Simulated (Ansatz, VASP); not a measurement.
Two plane-wave programs on Ti

INCAR

```
ALGO = Normal
EDIFF = 1E-6
ENCUT = 500
GGA = PE
GGA_COMPAT = False
ISIF = 2
ISMEAR = 1
LASPH = True
LCHARG = True
LELF = True
LREAL = False
LVHAR = True
LWAVE = False
NBANDS = 12
NELM = 120
PREC = Accurate
SIGMA = 0.02
```

The input KPOINTS:

```
k-points
0
Gamma
  10 10 10
```

The input POSCAR:

```
Ti
1.0
    0.0000000000      2.0698140295      2.0698140295
    2.0698140295      0.0000000000      2.0698140295
    2.0698140295      2.0698140295      0.0000000000
Ti
1
Direct
    0.0000000000      0.0000000000      0.0000000000
```

Input for Ansatz:

```yaml
crystal:
  lattice:
    - [0.0, 2.069814029517099, 2.069814029517099]
    - [2.069814029517099, 0.0, 2.069814029517099]
    - [2.069814029517099, 2.069814029517099, 0.0]
  atoms:
    - { symbol: Ti, position: [0.0, 0.0, 0.0] }
basis:
  ecutwfc: 653.073269903712
  xc_grid: 2
kpoints:
  mp_grid:
    grid: [10, 10, 10]
hamiltonian:
  xc:
    exchange: pbe
    correlation: pbe
scf:
  n_extra_bands: 12
  convergence:
    dr2_threshold: 1.0e-06
  occupations:
    method: methfessel_paxton
    width: 0.02
  eigensolver:
    kind: davidson
output:
  stress: true
```

Alike in both runs: task single point; functional PBE; k mesh 10 × 10 × 10; occupations methfessel-paxton of order 1, width 0.02 eV; no spin polarisation.

|  | VASP | Ansatz |
| --- | --- | --- |
| version | VASP 6.6.1 | Ansatz 0.2.0 |
| potentials or method | VASP PAW PBE potentials, release 64 (Ti_sv), cutoff 500 eV | plane waves, PAW |
| valence electrons in the cell | 12 | 12 |

Ansatz gave:

* pressure (GPa): -2.5

Estimate VASP's values.

pressure (GPa): -2.8.

The functional is the same, so the differences come from potentials, cutoffs and numerics. Ansatz's warnings: stress scf threshold loose.
